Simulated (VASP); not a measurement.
## GeSe: single point with PBE+D3(BJ)

The system is GeSe.

```xyz
8
Lattice="10.9624 0.0000 0.0000 0.0000 3.8767 0.0000 0.0000 0.0000 4.4288" Properties=species:S:1:pos:R:3 pbc="T T T"
Ge    4.1301    2.9076    2.7201
Ge    1.3511    0.9692    0.5057
Ge    9.6113    2.9076    3.9231
Ge    6.8323    0.9692    1.7087
Se    1.5936    2.9076    2.2241
Se    3.8876    0.9692    4.4385
Se    7.0748    2.9076   -0.0097
Se    9.3688    0.9692    2.2047
```

```
Program             : VASP 6.6.1
Task                : single point
Functional          : PBE
Dispersion          : D3(BJ)
Potentials or basis : VASP PAW PBE potentials, release 64 (Ge_d, Se)
Cutoff              : 500 eV
k mesh              : 4 × 8 × 6
Occupations         : gaussian, width 0.02 eV
Spin                : no spin polarisation
```

```json
{
 "Pressure": "0.0 GPa",
 "Largest force": "0.021 eV/Å",
 "Band gap on the k mesh": "0.72 eV, indirect (least direct gap 0.93 eV)",
 "Dispersion energy per atom": "-0.358 eV"
}
```

Forces in eV/Å, atoms in the order of the input:
```
Ge   0.014  0.000 -0.016
Ge  -0.014  0.000 -0.016
Ge   0.014  0.000  0.016
Ge  -0.014  0.000  0.016
Se  -0.010  0.000  0.013
Se   0.010  0.000  0.013
Se  -0.010  0.000 -0.013
Se   0.010  0.000 -0.013
```

Levels at points of the mesh, in eV from the valence-band top:
```tsv
k point	band 38	band 39	band 40	band 41	band 42	band 43
(0.00, 0.00, 0.00)	-1.07	-0.84	-0.20	0.72	2.64	2.67
(0.50, 0.00, 0.00)	-1.69	-0.45	-0.45	2.35	2.35	2.41
(0.00, 0.50, 0.00)	-1.39	-1.17	-1.17	1.10	1.10	1.21
(0.50, 0.50, 0.00)	-1.51	-1.51	-1.51	1.48	1.48	1.48
(0.00, 0.00, 0.50)	-0.96	-0.39	-0.39	1.22	1.22	1.93
(0.50, 0.00, 0.50)	-0.58	-0.53	-0.53	1.27	1.27	1.93
(0.00, 0.50, 0.50)	-2.18	-1.49	-1.49	2.83	2.83	3.25
(0.50, 0.50, 0.50)	-1.48	-1.48	-1.48	2.57	2.57	2.57
```

It took 3.5 min on 1 thread of Intel(R) Xeon(R) Platinum 8559C (Emerald Rapids), on a shared host, peak memory 0.52 GiB.

A k mesh can miss the band edges.
